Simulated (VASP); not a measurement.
# Na (P6/mmm) in VASP: a series of runs, part 2 of 2

VASP 6.6.1. The steps go on from the part before.

## 5. Relaxation of shape and atoms at fixed volume, PBE

This run uses another cell than the first one, of 32.68 Å³/atom, 1.545 times its volume.

Input file INCAR:

```
SYSTEM = Na
ALGO     = Normal         ! electronic algorithm
EDIFF    = 1E-6           ! SCF threshold, eV
EDIFFG   = -0.005         ! ionic threshold
ENCUT    = 600            ! plane-wave cutoff, eV
GGA      = PE             ! functional
IBRION   = 2              ! ionic algorithm
ISIF     = 4              ! what is computed and relaxed
ISMEAR   = -1             ! smearing method
LASPH    = .True.         ! aspherical terms in the spheres
LCHARG   = .False.        ! write CHGCAR
LREAL    = .False.        ! projectors in reciprocal space
LWAVE    = .False.        ! write WAVECAR
NELM     = 80             ! most SCF steps
NSW      = 50             ! ionic steps
PREC     = Accurate       ! precision mode
SIGMA    = 0.08           ! smearing width, eV
```

Input file KPOINTS:

```
k-points
0
Gamma
  13 13 12
  0 0 0
```

Input file POSCAR:

```
Na
1.0
    3.4240485325      0.0000000000      0.0000000000
   -1.7120242663      2.9653130129      0.0000000000
    0.0000000000      0.0000000000      3.2186056205
Na
1
Direct
    0.0000000000      0.0000000000      0.0000000000
```

Potentials or basis: VASP PAW PBE potentials, release 64 (Na_pv).

On the command line:

```console
cat potpaw_PBE.64/Na_pv/POTCAR > POTCAR
mpirun -np 1 vasp_std > vasp.out
```

OUTCAR:

```text
SYSTEM = Na
   EDIFF = 1E-6
   EDIFFG = -0.005
   ENCUT = 600
   GGA = PE
   IBRION = 2
   ISIF = 4
   ISMEAR = -1
   LASPH = .True.
   LREAL = .False.
   NELM = 80
   NSW = 50
   PREC = Accurate

 ion  position               nearest neighbor table
   1  0.000  0.000  0.000-

  LATTYP: Found a hexagonal cell.
 ALAT       =     3.4240485325
 C/A-ratio  =     0.9400000000

  Lattice vectors:

 A1 = (   3.4240485325,   0.0000000000,   0.0000000000)
 A2 = (  -1.7120242663,   2.9653130129,   0.0000000000)
 A3 = (   0.0000000000,   0.0000000000,   3.2186056205)

Analysis of symmetry for initial positions (statically):
=====================================================================
 Subroutine PRICEL returns:
 Original cell was already a primitive cell.

 Routine SETGRP: Setting up the symmetry group for a
[... 243 lines left out ...]
  free energy    TOTEN  =        -1.22721844 eV

  energy without entropy =       -1.21795731  energy(sigma->0) =       -1.22258787

 E-fermi :   0.7725     XC(G=0):  -6.8369

 val. band max:        0.7290086761   @ k =   0.2308   0.1538   0.3333
 cond. band min:       0.7791127342   @ k =   0.4615   0.0000   0.0000
 fundamental gap:      0.0501040580
 Fermi energy:         0.7724567259

 k-point     1 :       0.0000    0.0000    0.0000
  band No.  band energies     occupation
      1     -24.2030      2.00000
      2     -24.2030      2.00000
      3     -24.1996      2.00000
      4      -2.8235      2.00000
      5      10.0921      0.00000
      6      11.5244      0.00000
      7      12.4278      0.00000
[... 221 lines left out ...]
 k-point    24 :       0.1538    0.0000    0.0833
  band No.  band energies     occupation
      1     -24.2167      2.00000
      2     -24.2057      2.00000
      3     -24.2038      2.00000
      4      -2.3008      2.00000
      5       8.5977      0.00000
      6       9.3639      0.00000
      7      11.3131      0.00000

 [... further k-points ...]
[... 5 lines left out ...]
  --------------------------------------------------------------------------------------
  -------------------------------------------------------------------------------------
  Total        0.3053209      0.3053209      0.3065732     -0.0000000     -0.0000000      0.0000000
  in kB       14.9688640     14.9688640     15.0302623     -0.0000000     -0.0000000      0.0000000
  external PRESSURE =      14.9893301 kB  Pullay stress =       0.0000000 kB
[... 16 lines left out ...]
  FREE ENERGIE OF THE ION-ELECTRON SYSTEM (eV)
  ---------------------------------------------------
  free  energy   TOTEN  =        -1.2272184359 eV

  energy  without entropy=       -1.2179573071  energy(sigma->0) =       -1.22258787

 reached required accuracy - stopping structural energy minimisation
```

OSZICAR:

```text
N       E                     dE             d eps       ncg     rms          rms(c)
DAV:   1     0.209165572636E+02    0.20917E+02   -0.42374E+03  2058   0.972E+02
DAV:   2    -0.833112670350E+00   -0.21750E+02   -0.21724E+02  2233   0.141E+02
DAV:   3    -0.122677535111E+01   -0.39366E+00   -0.39365E+00  2702   0.271E+01
[... 13 lines left out ...]
       N       E                     dE             d eps       ncg     rms          rms(c)
DAV:   1    -0.122753595018E+01   -0.36630E-03   -0.19899E-02  2331   0.214E+00    0.147E-01
DAV:   2    -0.122734228771E+01    0.19366E-03   -0.22419E-04  2100   0.174E-01    0.909E-02
DAV:   3    -0.122721846322E+01    0.12382E-03   -0.62526E-05  2303   0.756E-02    0.193E-03
DAV:   4    -0.122721843592E+01    0.27301E-07   -0.12051E-06  2044   0.109E-02
   3 F= -.12272184E+01 E0= -.12225879E+01  d E =-.115390E-03
```

CONTCAR:

```text
Na
   1.00000000000000
     3.4320481390370587   -0.0000000000025304    0.0000000000000000
    -1.7160240695708375    2.9722408753794141    0.0000000000000000
    -0.0000000000000000    0.0000000000000000    3.2036189008630402
  Na
     1
Direct
     0.0000000000000000    0.0000000000000000    1.0000000000000000

  0.00000000E+00  0.00000000E+00  0.00000000E+00
```

Wall time 37 s (1 thread of Intel Xeon Platinum 8259CL at 2.50GHz (Skylake/Cascade Lake), shared host); peak memory 0.17 GiB.

Results:

| Quantity | Value |
| --- | --- |
| Free energy | -1.2272 eV |
| Energy gained by relaxing | 0.1 meV/atom |
| Ionic steps | 3 |
| Pressure after relaxing | 1.5 GPa |

Step by step:
```csv
step,energy change (eV),largest force (eV/Å),pressure (GPa),volume (Å³)
1,0.0000,0.0000,1.45,32.68
2,-0.0001,0.0000,1.50,32.68
3,-0.0001,0.0000,1.50,32.68
```

Final structure:
```
CELL_PARAMETERS angstrom
3.43205 0.00000 0.00000
-1.71602 2.97224 0.00000
0.00000 0.00000 3.20362
ATOMIC_POSITIONS crystal
Na 0.00000 0.00000 0.00000
```

## 6. Relaxation of shape and atoms at fixed volume, PBE

This run uses another cell than the first one, of 36.52 Å³/atom, 1.727 times its volume.

Input file INCAR:

```
SYSTEM = Na
  PREC = Accurate
  ENCUT = 600
  EDIFF = 1E-6
  ISMEAR = -1
  SIGMA = 0.08
  LREAL = .False.
  LASPH = .True.
  NELM = 80
  ALGO = Normal
  ISIF = 4
  LWAVE = .False.
  LCHARG = .False.
  GGA = PE
  IBRION = 2
  NSW = 50
  EDIFFG = -0.005
```

Input file KPOINTS:

```
regular mesh
0
Gamma
  13 13 12
  0 0 0
```

Input file POSCAR:

```
Na
1.0
    3.5533785108      0.0000000000      0.0000000000
   -1.7766892554      3.0773160596      0.0000000000
    0.0000000000      0.0000000000      3.3401758001
Na
1
Direct
    0.0000000000      0.0000000000      0.0000000000
```

Potentials or basis: VASP PAW PBE potentials, release 64 (Na_pv).

On the command line:

```console
cat potpaw_PBE.64/Na_pv/POTCAR > POTCAR
mpirun -np 1 vasp_std > vasp.out
```

OUTCAR:

```text
SYSTEM = Na
   PREC = Accurate
   ENCUT = 600
   EDIFF = 1E-6
   ISMEAR = -1
   LREAL = .False.
   LASPH = .True.
   NELM = 80
   ISIF = 4
   GGA = PE
   IBRION = 2
   NSW = 50
   EDIFFG = -0.005

 ion  position               nearest neighbor table
   1  0.000  0.000  0.000-

  LATTYP: Found a hexagonal cell.
 ALAT       =     3.5533785108
 C/A-ratio  =     0.9400000000

  Lattice vectors:

 A1 = (   3.5533785108,   0.0000000000,   0.0000000000)
 A2 = (  -1.7766892554,   3.0773160596,   0.0000000000)
 A3 = (   0.0000000000,   0.0000000000,   3.3401758001)

Analysis of symmetry for initial positions (statically):
=====================================================================
[... 244 lines left out ...]
  ext. energy  EPLUGINS =         0.00000000
  ---------------------------------------------------
  free energy    TOTEN  =        -1.24879873 eV

  energy without entropy =       -1.23900912  energy(sigma->0) =       -1.24390392

 E-fermi :   0.4189     XC(G=0):  -6.5364

 val. band max:        0.3880540718   @ k =   0.0000   0.0000   0.5000
 cond. band min:       0.4364733956   @ k =   0.4615  -0.0000   0.0000
 fundamental gap:      0.0484193238
 Fermi energy:         0.4189129351

 k-point     1 :       0.0000    0.0000    0.0000
  band No.  band energies     occupation
      1     -24.6079      2.00000
      2     -24.6079      2.00000
      3     -24.6074      2.00000
      4      -2.9294      2.00000
      5       9.1884      0.00000
      6      10.3298      0.00000
      7      11.4278      0.00000
[... 221 lines left out ...]
 k-point    24 :       0.1538   -0.0000    0.0833
  band No.  band energies     occupation
      1     -24.6174      2.00000
      2     -24.6102      2.00000
      3     -24.6099      2.00000
      4      -2.4455      2.00000
      5       7.7432      0.00000
      6       8.4805      0.00000
      7      10.2708      0.00000

 [... further k-points ...]
[... 5 lines left out ...]
  --------------------------------------------------------------------------------------
  -------------------------------------------------------------------------------------
  Total        0.0859631      0.0859631      0.0875777      0.0000000     -0.0000000      0.0000000
  in kB        3.7708561      3.7708561      3.8416803      0.0000000     -0.0000000      0.0000000
  external PRESSURE =       3.7944642 kB  Pullay stress =       0.0000000 kB
[... 16 lines left out ...]
  FREE ENERGIE OF THE ION-ELECTRON SYSTEM (eV)
  ---------------------------------------------------
  free  energy   TOTEN  =        -1.2487987252 eV

  energy  without entropy=       -1.2390091231  energy(sigma->0) =       -1.24390392

 reached required accuracy - stopping structural energy minimisation
```

OSZICAR:

```text
N       E                     dE             d eps       ncg     rms          rms(c)
DAV:   1     0.211572724556E+02    0.21157E+02   -0.41660E+03  2058   0.927E+02
DAV:   2    -0.818727800283E+00   -0.21976E+02   -0.21968E+02  2170   0.141E+02
[... 13 lines left out ...]
   2 F= -.12487843E+01 E0= -.12438920E+01  d E =-.150530E-04
       N       E                     dE             d eps       ncg     rms          rms(c)
DAV:   1    -0.124891932656E+01   -0.13510E-03   -0.75675E-03  2317   0.132E+00    0.910E-02
DAV:   2    -0.124884741590E+01    0.71911E-04   -0.94722E-05  2149   0.113E-01    0.561E-02
DAV:   3    -0.124879863746E+01    0.48778E-04   -0.22812E-05  2282   0.450E-02    0.136E-03
DAV:   4    -0.124879872520E+01   -0.87739E-07   -0.42253E-07  1582   0.659E-03
   3 F= -.12487987E+01 E0= -.12439039E+01  d E =-.295280E-04
```

CONTCAR:

```text
Na
   1.00000000000000
     3.5580670998241035    0.0000000000000000    0.0000000000000000
    -1.7790335499120518    3.0813764968023283    0.0000000000000000
     0.0000000000000000    0.0000000000000000    3.3313786679367952
  Na
     1
Direct
     0.0000000000000000    0.0000000000000000    0.0000000000000000

  0.00000000E+00  0.00000000E+00  0.00000000E+00
```

Run time: 41 s. Hardware: 1 thread of Intel Xeon Platinum 8259CL at 2.50GHz (Skylake/Cascade Lake), shared host; peak memory 0.17 GiB.

Results:

```
Free energy               : -1.2488 eV
Energy gained by relaxing : 0.0 meV/atom
Ionic steps               : 3
Pressure after relaxing   : 0.4 GPa
```

Final structure:
```
CELL_PARAMETERS angstrom
3.55807 0.00000 0.00000
-1.77903 3.08138 0.00000
0.00000 0.00000 3.33138
ATOMIC_POSITIONS crystal
Na 0.00000 0.00000 0.00000
```

## 7. The runs side by side

```csv
cell,gap on the mesh (eV),pressure (GPa)
"relaxed from a = 2.962, b = 2.962, c = 2.784 Å, angles 90.0, 90.0, 120.0°, 1 atom",none,12.5
"relaxed from a = 3.131, b = 3.131, c = 2.943 Å, angles 90.0, 90.0, 120.0°, 1 atom",none,6.6
"relaxed from a = 3.284, b = 3.284, c = 3.087 Å, angles 90.0, 90.0, 120.0°, 1 atom",none,3.4
"relaxed from a = 3.424, b = 3.424, c = 3.219 Å, angles 90.0, 90.0, 120.0°, 1 atom",none,1.5
"relaxed from a = 3.553, b = 3.553, c = 3.340 Å, angles 90.0, 90.0, 120.0°, 1 atom",none,0.4
```

Alike in all rows: task relaxation of shape and atoms at fixed volume; level PBE; potentials or basis VASP PAW PBE potentials, release 64 (Na_pv); no spin polarisation; k mesh 13 × 13 × 12; cutoff (eV) 600; smearing fermi-dirac 0.08 eV.

Absolute energies hang on the potentials; compare differences alone.
